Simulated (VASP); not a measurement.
Wanted: the native input for a VASP 6.6.1 run.

- Task: single point
- Functional: PBE
- Potentials or basis: VASP PAW PBE potentials, release 64 (Ba_sv)
- Cutoff: 520 eV
- k mesh: 11 × 11 × 11
- Occupations: fermi-dirac, width 0.05 eV
- Spin: no spin polarisation
- Dipole correction: no
- Further INCAR settings: ALGO = Normal; EDIFF = 1e-06; NBANDS = 11

The structure of Ba lies in POSCAR:

```
Ba
1.0
    0.0000000000      3.1675826059      3.1675826059
    3.1675826059      0.0000000000      3.1675826059
    3.1675826059      3.1675826059      0.0000000000
Ba
1
Direct
    0.0000000000      0.0000000000      0.0000000000
```

This isn't the form of Ba at room conditions, which is bcc.

One way to write it, as run:

INCAR

```
SYSTEM = Ba
  ALGO = Normal
  EDIFF = 1E-6
  ENCUT = 520
  GGA = PE
  ISIF = 2
  ISMEAR = -1
  LASPH = .TRUE.
  LCHARG = .FALSE.
  LREAL = .FALSE.
  LWAVE = .FALSE.
  NBANDS = 11
  NELM = 100
  PREC = Accurate
  SIGMA = 0.05
```

KPOINTS

```
k-points
0
G
  11 11 11
  0 0 0
```

Potentials or basis: VASP PAW PBE potentials, release 64 (Ba_sv).

Launch:

```console
$ cat potpaw_PBE.64/Ba_sv/POTCAR > POTCAR
$ mpirun -np 1 vasp_std > vasp.out
```

Results of the run:

```
Pressure               : 0.1 GPa
Band gap on the k mesh : zero (bands 5 and 6 overlap by 0.25 eV)
```

Caveat: spin-orbit coupling is left out, which moves the levels of the heavy elements.

Wall time 29 s on 1 thread of Intel Xeon 8259CL (shared host), peak memory 0.22 GiB.
